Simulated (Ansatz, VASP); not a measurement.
Two plane-wave programs on Sn2HO2

Contents of INCAR:

```
SYSTEM = Sn2HO2
PREC = Accurate
ENCUT = 520
EDIFF = 1E-7
ISMEAR = 0
SIGMA = 0.05
LREAL = .FALSE.
LASPH = .TRUE.
NELM = 150
ALGO = Normal
ISIF = 2
LWAVE = .FALSE.
LCHARG = .FALSE.
ISPIN = 2
MAGMOM = 0 0 0 0 1
LORBIT = 11
LDIPOL = .TRUE.
IDIPOL = 3
DIPOL = 0.5 0.5 0.307
GGA = PE
IVDW = 12
NBANDS = 32
```

KPOINTS

```
regular mesh
0
G
  7 7 1
  0 0 0
```

POSCAR

```
Sn2HO2
1.0
    3.8201629938      0.0000000000      0.0000000000
    0.0000000000      3.8201629938      0.0000000000
    0.0000000000      0.0000000000     19.4630415395
Sn O H
2 2 1
Direct
    0.7500000000      0.2500000000      0.2055177240
    0.2500000000      0.7500000000      0.3269294538
    0.2500000000      0.2500000000      0.2662235889
    0.7500000000      0.7500000000      0.2662235889
    0.7500000000      1.2500000000      0.4707918606
```

Input for Ansatz:

```yaml
crystal:
  lattice:
    - [3.8201629938, 0.0, 0.0]
    - [0.0, 3.8201629938, 0.0]
    - [0.0, 0.0, 19.4630415395]
  atoms:
    - { symbol: Sn, position: [0.75, 0.25, 0.205517724] }
    - { symbol: O, position: [0.25, 0.25, 0.2662235889] }
    - { symbol: O, position: [0.75, 0.75, 0.2662235889] }
    - { symbol: Sn, position: [0.25, 0.75, 0.3269294538] }
    - { symbol: H, position: [0.75, 1.25, 0.4707918606], spin: 1.0 }
basis:
  ecutwfc: 420
kpoints:
  mp_grid: { grid: [7, 7, 1] }
hamiltonian:
  xc: pbe
  pseudopotentials: { kind: paw, azcp: { folder: soft_1 } }
  dispersion: d3bj
scf:
  occupations: { method: gaussian, width: 0.05 }
output:
  forces: true
  eigenvalues: true
  populations: true
magnetization:
  spin_polarized: true
efield:
  axis: 3
  dipole_correction: true
  ramp_width: 0.04
```

Alike in both runs: task single point; functional PBE; dispersion D3(BJ); k mesh 7 × 7 × 1; occupations gaussian, width 0.05 eV; collinear spin.

```csv
,VASP,Ansatz
version,VASP 6.6.1,Ansatz 0.2.0
potentials or method,"VASP PAW PBE potentials, release 64 (Sn_d, O, H), cutoff 520 eV","scalar-relativistic, plane waves, PAW"
valence electrons in the cell,41,41
```

VASP gave:

```
gap on the k mesh at the Fermi level (eV)                     : 2.12
least direct gap on the mesh (eV)                             : 2.13
rms of the force components (eV/Å)                            : 0.048
net moment per atom (μB)                                      : 0.20
size of the moment on the site where the two differ most (μB) : 0.37
```

**Question.** What did Ansatz give for the same quantities?

**Answer.** gap on the k mesh at the Fermi level (eV): 2.14; least direct gap on the mesh (eV): 2.15; rms of the force components (eV/Å): 0.023; net moment per atom (μB): 0.20; size of the moment on the site where the two differ most (μB): 0.93.

Site moments also hang on the region over which each program counts them.
